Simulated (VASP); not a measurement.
# HgTe in VASP: notebook

The runs below take HgTe through single point, with PBE, r2SCAN.

All numbers are computed with VASP 6.6.1; they aren't measurements. Logs are shortened: lines on timing, memory, paths and dates and some standing lists are left out, and cuts for length are marked.

## 1. The cell of the first run

It takes space group F-43m (No. 216, cubic). Conventional cell: a = 6.863 Å, b = 6.863 Å, c = 6.863 Å, α = 90.00°, β = 90.00°, γ = 90.00°. Within 3.9 Å of Hg (site symmetry -43m) lie 4 Te at 2.97 Å. Within 3.9 Å of Te (site symmetry -43m) lie 4 Hg at 2.97 Å.

## 2. Single point, PBE (40.41 Å³/atom)

Input file INCAR:

```
PREC     = Accurate       # precision mode
ENCUT    = 520            # plane-wave cutoff, eV
EDIFF    = 1E-7           # SCF threshold, eV
ISMEAR   = 0              # smearing method
SIGMA    = 0.05           # smearing width, eV
LREAL    = False          # projectors in reciprocal space
LASPH    = True           # aspherical terms in the spheres
NELM     = 60             # most SCF steps
ALGO     = Normal         # electronic algorithm
ISIF     = 2              # what is computed and relaxed
LWAVE    = False          # write WAVECAR
LCHARG   = False          # write CHGCAR
GGA      = PE             # functional
NBANDS   = 16             # bands
```

Input file KPOINTS:

```
regular mesh
0
Gamma
  10 10 10
```

Input file POSCAR:

```
HgTe
1.0
    0.0000000000      3.4315232158      3.4315232158
    3.4315232158      0.0000000000      3.4315232158
    3.4315232158      3.4315232158      0.0000000000
Hg Te
1 1
Direct
    0.0000000000      0.0000000000      0.0000000000
    0.2500000000      0.2500000000      0.2500000000
```

Potentials or basis: VASP PAW PBE potentials, release 64 (Hg, Te).

The run is started by

```
cat potpaw_PBE.64/Hg/POTCAR potpaw_PBE.64/Te/POTCAR > POTCAR
mpirun -np 1 vasp_std > vasp.out
```

OUTCAR:

```text
PREC = Accurate
   ENCUT = 520
   EDIFF = 1E-7
   ISMEAR = 0
   LREAL = False
   LASPH = True
   NELM = 60
   ISIF = 2
   GGA = PE

 ion  position               nearest neighbor table
   1  0.000  0.000  0.000-   2 2.97   2 2.97   2 2.97   2 2.97
   2  0.250  0.250  0.250-   1 2.97   1 2.97   1 2.97   1 2.97

  LATTYP: Found a face centered cubic cell.
 ALAT       =     6.8630464316

  Lattice vectors:

 A1 = (   0.0000000000,   3.4315232158,   3.4315232158)
 A2 = (   3.4315232158,   0.0000000000,   3.4315232158)
 A3 = (   3.4315232158,   3.4315232158,   0.0000000000)

Analysis of symmetry for initial positions (statically):
=====================================================================
 Subroutine PRICEL returns:
 Original cell was already a primitive cell.

 Routine SETGRP: Setting up the symmetry group for a
 face centered cubic supercell.

 Subroutine GETGRP returns: Found 24 space group operations
 (whereof 24 operations were pure point group operations)
 out of a pool of 48 trial point group operations.

The static configuration has the point symmetry T_d .

Analysis of symmetry for dynamics (positions and initial velocities):
=====================================================================
 Subroutine PRICEL returns:
 Original cell was already a primitive cell.

 Routine SETGRP: Setting up the symmetry group for a
 face centered cubic supercell.

 Subroutine GETGRP returns: Found 24 space group operations
 (whereof 24 operations were pure point group operations)
 out of a pool of 48 trial point group operations.

The dynamic configuration has the point symmetry T_d .

 Subroutine INISYM returns: Found 24 space group operations
 (whereof 24 operations are pure point group operations),
 and found     1 'primitive' translations

----------------------------------------------------------------------------------------

                                     Primitive cell

  volume of cell :      80.8148

  direct lattice vectors                    reciprocal lattice vectors
     0.000000000  3.431523216  3.431523216    -0.145707888  0.145707888  0.145707888
     3.431523216  0.000000000  3.431523216     0.145707888 -0.145707888  0.145707888
     3.431523216  3.431523216  0.000000000     0.145707888  0.145707888 -0.145707888

  length of vectors
     4.852906671  4.852906671  4.852906671     0.252373465  0.252373465  0.252373465

  position of ions in fractional coordinates (direct lattice)
[... 78 lines left out ...]
   NELM   =     60;   NELMIN=  2; NELMDL= -5     # of ELM steps
   EDIFF  = 0.1E-06   stopping-criterion for ELM
   LREAL  =      F    real-space projection
   EDIFFG = 0.1E-05   stopping-criterion for IOM
   NSW    =      0    number of steps for IOM
   IBRION =     -1    ionic relax: 0-MD 1-quasi-New 2-CG
   NFREE  =      0    steps in history (QN), initial steepest desc. (CG)
   ISIF   =      2    stress and relaxation
   ISYM   =      2    0-nonsym 1-usesym 2-fastsym
   POTIM  = 0.5000    time-step for ionic-motion
   TEBEG  =    0.0;   TEEND  =   0.0 temperature during run
   PSTRESS=    0.0 pullay stress
   NELECT =      18.0000    total number of electrons
   NUPDOWN=      -1.0000    fix difference up-down
   EMIN   =  10.00;   EMAX   =-10.00  energy-range for DOS
   EFERMI =   0.00;   METHOD = LEGACY
   ISMEAR =     0;   SIGMA  =   0.05  broadening in eV -4-tet -1-fermi 0-gaus
   EFERMI_NEDOS =   21; number of points for ismear=-14 and -15
   IALGO  =     38    algorithm
   IMIX   =      4    mixing-type and parameters
     AMIX     =   0.40;   BMIX     =  1.00
     AMIX_MAG =   1.60;   BMIX_MAG =  1.00
  volume/ion in A,a.u.               =      40.41       272.68
  Fermi-wavevector in a.u.,A,eV,Ry     =   0.992359  1.875286 13.398691  0.984776
  Thomas-Fermi vector in A             =   2.124165
   LORBIT       =      0    0 simple, 1 ext, 2 COOP (PROOUT), +10 PAW based schemes
   GGA     = PE    functional components
   LHFCALC =     F    Hartree Fock is set to
   AEXX    =    0.0000 exact exchange contribution
   IVDW    =     0    specifies the selected vdW correction
   LEPSILON=     F    determine dielectric tensor
   LRPA    =     F    only Hartree local field effects (RPA)
 non-spin polarized calculation
 Gauss-broadening in eV      SIGMA  =   0.05
  energy-cutoff  :      520.00
  volume of cell :       80.81
 maximum number of plane-waves:      2200
   NGX = 17   NGY = 17   NGZ = 17

 number of electron      18.0000003 magnetization

 Free energy of the ion-electron system (eV)
  ---------------------------------------------------
  ext. energy  EPLUGINS =         0.00000000
  ---------------------------------------------------
  free energy    TOTEN  =        -3.59128478 eV

  energy without entropy =       -3.59119551  energy(sigma->0) =       -3.59124015

 E-fermi :   1.4046     XC(G=0):  -7.9456

 val. band max:        1.3871569796   @ k =   0.0000   0.0000   0.0000
 cond. band min:       1.7397291413   @ k =   0.1000   0.0000   0.0000
 fundamental gap:      0.3525721617
 Fermi energy:         1.4046223548

 k-point     1 :       0.0000    0.0000    0.0000
  band No.  band energies     occupation
      1      -9.4950      2.00000
      2      -5.0835      2.00000
      3      -5.0835      2.00000
      4      -5.0835      2.00000
      5      -4.7446      2.00000
      6      -4.7446      2.00000
[... 433 lines left out ...]
      3      -4.9245      2.00000
      4      -4.8812      2.00000
      5      -4.7151      2.00000
      6      -4.6587      2.00000
[... 8 lines left out ...]
     15      11.3937      0.00000
     16      12.2471      0.00000

 [... further k-points ...]

------------------------ aborting loop because EDIFF is reached ----------------------------------------

  FORCE on cell =-STRESS in cart. coord.  units (eV):
  Direction    XX          YY          ZZ          XY          YZ          ZX
  --------------------------------------------------------------------------------------
  -------------------------------------------------------------------------------------
  Total       -1.2597976     -1.2597976     -1.2597976      0.0000000      0.0000000      0.0000000
  in kB      -24.9758649    -24.9758649    -24.9758649      0.0000000      0.0000000      0.0000000
  external PRESSURE =     -24.9758649 kB  Pullay stress =       0.0000000 kB

 VOLUME and BASIS-vectors are now :
 -----------------------------------------------------------------------------
  energy-cutoff  :      520.00
  volume of cell :       80.81
      direct lattice vectors                 reciprocal lattice vectors
     0.000000000  3.431523216  3.431523216    -0.145707888  0.145707888  0.145707888
     3.431523216  0.000000000  3.431523216     0.145707888 -0.145707888  0.145707888
     3.431523216  3.431523216  0.000000000     0.145707888  0.145707888 -0.145707888

 POSITION                                       TOTAL-FORCE (eV/Angst)
 -----------------------------------------------------------------------------------
      0.00000      0.00000      0.00000         0.000000      0.000000      0.000000
      1.71576      1.71576      1.71576        -0.000000     -0.000000     -0.000000
 -----------------------------------------------------------------------------------
    total drift:                               -0.000000     -0.000000     -0.000000

  FREE ENERGIE OF THE ION-ELECTRON SYSTEM (eV)
  ---------------------------------------------------
  free  energy   TOTEN  =        -3.5912847845 eV

  energy  without entropy=       -3.5911955097  energy(sigma->0) =       -3.59124015
```

OSZICAR:

```text
N       E                     dE             d eps       ncg     rms          rms(c)
DAV:   1     0.102166643968E+03    0.10217E+03   -0.76930E+03  1520   0.949E+02
DAV:   2     0.641899347124E-01   -0.10210E+03   -0.94799E+02  1752   0.220E+02
DAV:   3    -0.374585153320E+01   -0.38100E+01   -0.38005E+01  1904   0.435E+01
DAV:   4    -0.378448839709E+01   -0.38637E-01   -0.38635E-01  2192   0.392E+00
DAV:   5    -0.378459864523E+01   -0.11025E-03   -0.11025E-03  2008   0.202E-01    0.515E+00
DAV:   6    -0.359580945265E+01    0.18879E+00   -0.37297E-01  1736   0.719E+00    0.434E+00
DAV:   7    -0.359135924864E+01    0.44502E-02   -0.72550E-02  1792   0.172E+00    0.185E+00
DAV:   8    -0.359118608822E+01    0.17316E-03   -0.63785E-03  1728   0.857E-01    0.375E-01
DAV:   9    -0.359123966301E+01   -0.53575E-04   -0.67987E-04  1992   0.258E-01    0.611E-02
DAV:  10    -0.359127138323E+01   -0.31720E-04   -0.80733E-05  1744   0.755E-02    0.381E-02
DAV:  11    -0.359128466462E+01   -0.13281E-04   -0.18435E-05  1872   0.264E-02    0.115E-02
DAV:  12    -0.359128484617E+01   -0.18155E-06   -0.23551E-06  1736   0.935E-03    0.815E-03
DAV:  13    -0.359128478449E+01    0.61688E-07   -0.13926E-07  1872   0.209E-03
   1 F= -.35912848E+01 E0= -.35912401E+01  d E =-.892748E-04
```

stdout:

```text
POSCAR found type information on POSCAR HgTe
 POSCAR found :  2 types and       2 ions
 scaLAPACK will be used
 LDA part: xc-table for (Slater+PW92), standard interpolation
 POSCAR, INCAR and KPOINTS ok, starting setup
 FFT: planning ... GRIDC
 FFT: planning ... GRID_SOFT
 FFT: planning ... GRID
 WAVECAR not read
 entering main loop
```

Run time: 31 s. Hardware: 1 thread of Intel Xeon 6975P-C (Granite Rapids), shared host; peak memory 0.23 GiB.

What came out:

```yaml
Free_energy: -3.5913 eV
Pressure: -2.5 GPa
Band_gap_on_the_k_mesh: zero (filled and empty bands touch)
```

Levels at points of the mesh, in eV from the Fermi level:
```csv
k point,band 5,band 6,band 7,band 8,band 9,band 10,band 11,band 12,band 13,band 14
"(0.00, 0.00, 0.00)",-6.15,-6.15,-1.13,-0.02,-0.02,-0.02,4.48,4.48,4.48,6.49
"(0.50, 0.00, 0.00)",-6.14,-5.95,-4.45,-0.70,-0.70,0.67,5.15,5.15,6.56,7.70
"(0.50, 0.50, 0.00)",-6.11,-5.87,-4.54,-1.61,-1.61,1.85,2.90,7.62,8.10,8.10
```

Caveat: semilocal functionals underestimate gaps, so a narrow gap can read as zero; spin-orbit coupling is left out, which moves the levels of the heavy elements.

## 3. Single point, r2SCAN

This run uses another cell than the first one, of 36.73 Å³/atom.

Input file POSCAR:

```
HgTe
1.0
    0.0000000000      3.3242171039      3.3242171039
    3.3242171039      0.0000000000      3.3242171039
    3.3242171039      3.3242171039      0.0000000000
Hg Te
1 1
Direct
    0.0000000000      0.0000000000      0.0000000000
    0.2500000000      0.2500000000      0.2500000000
```

Input file INCAR.step1:

```
  PREC = Accurate
  ENCUT = 520
  ISMEAR = 0
  SIGMA = 0.05
  LREAL = F
  LASPH = T
  NELM = 80
  NBANDS = 16
  GGA = PE
  ALGO = Normal
  EDIFF = 1E-4
  LWAVE = T
  LCHARG = F
```

Input file INCAR.step2:

```
  PREC = Accurate
  ENCUT = 520
  EDIFF = 1E-7
  ISMEAR = 0
  SIGMA = 0.05
  LREAL = F
  LASPH = T
  NELM = 80
  ALGO = Normal
  ISIF = 2
  LWAVE = F
  LCHARG = T
  METAGGA = R2SCAN
  LMIXTAU = T
  LELF = T
  LVHAR = T
  NBANDS = 16
  ISTART = 1
```

Input file KPOINTS:

```
Automatic mesh
0
Gamma
  10 10 10
```

Potentials or basis: VASP PAW PBE potentials, release 64 (Hg, Te).

The run is started by

```
cat potpaw_PBE.64/Hg/POTCAR potpaw_PBE.64/Te/POTCAR > POTCAR
cp INCAR.step1 INCAR
mpirun -np 1 vasp_std > vasp.out
cp INCAR.step2 INCAR
mpirun -np 1 vasp_std > vasp.out
```

OUTCAR:

```text
PREC = Accurate
   ENCUT = 520
   EDIFF = 1E-7
   ISMEAR = 0
   LREAL = F
   LASPH = T
   NELM = 80
   ISIF = 2
   METAGGA = R2SCAN
   ISTART = 1

 ion  position               nearest neighbor table
   1  0.000  0.000  0.000-   2 2.88   2 2.88   2 2.88   2 2.88
   2  0.250  0.250  0.250-   1 2.88   1 2.88   1 2.88   1 2.88

  LATTYP: Found a face centered cubic cell.
 ALAT       =     6.6484342078

  Lattice vectors:

 A1 = (   0.0000000000,   3.3242171039,   3.3242171039)
 A2 = (   3.3242171039,   0.0000000000,   3.3242171039)
 A3 = (   3.3242171039,   3.3242171039,   0.0000000000)

Analysis of symmetry for initial positions (statically):
=====================================================================
 Subroutine PRICEL returns:
 Original cell was already a primitive cell.

 Routine SETGRP: Setting up the symmetry group for a
 face centered cubic supercell.

 Subroutine GETGRP returns: Found 24 space group operations
 (whereof 24 operations were pure point group operations)
 out of a pool of 48 trial point group operations.

The static configuration has the point symmetry T_d .

Analysis of symmetry for dynamics (positions and initial velocities):
=====================================================================
 Subroutine PRICEL returns:
 Original cell was already a primitive cell.

 Routine SETGRP: Setting up the symmetry group for a
 face centered cubic supercell.

 Subroutine GETGRP returns: Found 24 space group operations
 (whereof 24 operations were pure point group operations)
 out of a pool of 48 trial point group operations.

The dynamic configuration has the point symmetry T_d .

 Subroutine INISYM returns: Found 24 space group operations
 (whereof 24 operations are pure point group operations),
 and found     1 'primitive' translations

----------------------------------------------------------------------------------------

[... 109 lines left out ...]
   IALGO  =     38    algorithm
   IMIX   =      4    mixing-type and parameters
     AMIX     =   0.40;   BMIX     =  1.00
     AMIX_MAG =   1.60;   BMIX_MAG =  1.00
  volume/ion in A,a.u.               =      36.73       247.89
  Fermi-wavevector in a.u.,A,eV,Ry     =   1.024392  1.935821 14.277675  1.049379
  Thomas-Fermi vector in A             =   2.158177
   LORBIT       =      0    0 simple, 1 ext, 2 COOP (PROOUT), +10 PAW based schemes
   METAGGA = R2SCAN    functional components
   LHFCALC =     F    Hartree Fock is set to
   AEXX    =    0.0000 exact exchange contribution
   IVDW    =     0    specifies the selected vdW correction
   LEPSILON=     F    determine dielectric tensor
   LRPA    =     F    only Hartree local field effects (RPA)
 non-spin polarized calculation
 Gauss-broadening in eV      SIGMA  =   0.05
  energy-cutoff  :      520.00
  volume of cell :       73.47
 maximum number of plane-waves:      2006
   NGX = 17   NGY = 17   NGZ = 17

 number of electron      17.9999998 magnetization

 Free energy of the ion-electron system (eV)
  ---------------------------------------------------
  ext. energy  EPLUGINS =         0.00000000
  ---------------------------------------------------
  free energy    TOTEN  =       -75.15545884 eV

  energy without entropy =      -75.15537938  energy(sigma->0) =      -75.15541911

 E-fermi :   2.0199     XC(G=0):  -8.9152

 val. band max:        2.0042798468   @ k =   0.0000   0.0000   0.0000
 cond. band min:       2.6015620240   @ k =   0.1000   0.0000   0.0000
 fundamental gap:      0.5972821772
 Fermi energy:         2.0198586815

 k-point     1 :       0.0000    0.0000    0.0000
  band No.  band energies     occupation
      1      -9.8097      2.00000
      2      -5.1676      2.00000
      3      -5.1676      2.00000
      4      -5.1676      2.00000
      5      -4.6977      2.00000
      6      -4.6977      2.00000
[... 433 lines left out ...]
      3      -4.9507      2.00000
      4      -4.9069      2.00000
      5      -4.6580      2.00000
      6      -4.5970      2.00000
[... 8 lines left out ...]
     15      12.6814      0.00000
     16      13.6650      0.00000

 [... further k-points ...]

------------------------ aborting loop because EDIFF is reached ----------------------------------------

  FORCE on cell =-STRESS in cart. coord.  units (eV):
  Direction    XX          YY          ZZ          XY          YZ          ZX
  --------------------------------------------------------------------------------------
  -------------------------------------------------------------------------------------
  Total       -0.5551487     -0.5551487     -0.5551487     -0.0000000      0.0000000     -0.0000000
  in kB      -12.1065891    -12.1065891    -12.1065891     -0.0000000      0.0000000     -0.0000000
  external PRESSURE =     -12.1065891 kB  Pullay stress =       0.0000000 kB

 VOLUME and BASIS-vectors are now :
 -----------------------------------------------------------------------------
  energy-cutoff  :      520.00
  volume of cell :       73.47
      direct lattice vectors                 reciprocal lattice vectors
     0.000000000  3.324217104  3.324217104    -0.150411355  0.150411355  0.150411355
     3.324217104  0.000000000  3.324217104     0.150411355 -0.150411355  0.150411355
     3.324217104  3.324217104  0.000000000     0.150411355  0.150411355 -0.150411355

 POSITION                                       TOTAL-FORCE (eV/Angst)
 -----------------------------------------------------------------------------------
      0.00000      0.00000      0.00000        -0.000000     -0.000000     -0.000000
      1.66211      1.66211      1.66211         0.000000      0.000000      0.000000
 -----------------------------------------------------------------------------------
    total drift:                                0.000000      0.000000      0.000000

  FREE ENERGIE OF THE ION-ELECTRON SYSTEM (eV)
  ---------------------------------------------------
  free  energy   TOTEN  =       -75.1554588435 eV

  energy  without entropy=      -75.1553793835  energy(sigma->0) =      -75.15541911
```

OUTCAR.step1:

```text
PREC = Accurate
   ENCUT = 520
   ISMEAR = 0
   LREAL = F
   LASPH = T
[... 676 lines left out ...]
 -----------------------------------------------------------------------------------
      0.00000      0.00000      0.00000        -0.000000     -0.000000     -0.000000
      1.66211      1.66211      1.66211         0.000000      0.000000      0.000000
 -----------------------------------------------------------------------------------
    total drift:                                0.000000      0.000000      0.000000

  FREE ENERGIE OF THE ION-ELECTRON SYSTEM (eV)
  ---------------------------------------------------
  free  energy   TOTEN  =        -3.6513509237 eV

  energy  without entropy=       -3.6512708861  energy(sigma->0) =       -3.65131090
```

OSZICAR.step1:

```text
N       E                     dE             d eps       ncg     rms          rms(c)
DAV:   1     0.103695014656E+03    0.10370E+03   -0.78660E+03  1512   0.961E+02
DAV:   2    -0.885550734818E-01   -0.10378E+03   -0.97007E+02  1744   0.225E+02
DAV:   3    -0.381548051214E+01   -0.37269E+01   -0.37178E+01  1872   0.439E+01
DAV:   4    -0.385228584671E+01   -0.36805E-01   -0.36803E-01  2200   0.387E+00
DAV:   5    -0.385238077192E+01   -0.94925E-04   -0.94925E-04  2032   0.190E-01    0.636E+00
DAV:   6    -0.365755449866E+01    0.19483E+00   -0.38501E-01  1760   0.791E+00    0.517E+00
DAV:   7    -0.365175987608E+01    0.57946E-02   -0.85794E-02  1736   0.193E+00    0.205E+00
DAV:   8    -0.365132366008E+01    0.43622E-03   -0.83715E-03  1680   0.102E+00    0.456E-01
DAV:   9    -0.365135092368E+01   -0.27264E-04   -0.70605E-04  2000   0.292E-01
   1 F= -.36513509E+01 E0= -.36513109E+01  d E =-.800376E-04
```

It took 1.7 min on 1 thread of Intel Xeon 6975P-C (Granite Rapids), shared host; peak memory 0.25 GiB.

Results:

| Property | Result |
| --- | --- |
| Free energy | -75.1555 eV |
| Pressure | -1.2 GPa |
| Band gap on the k mesh | zero (filled and empty bands touch) |

Caveat: semilocal functionals underestimate gaps, so a narrow gap can read as zero; the PAW data sets were made with another functional, which shifts forces and pressure a little; spin-orbit coupling is left out, which moves the levels of the heavy elements.

(Part 1 of 2 ends here.)
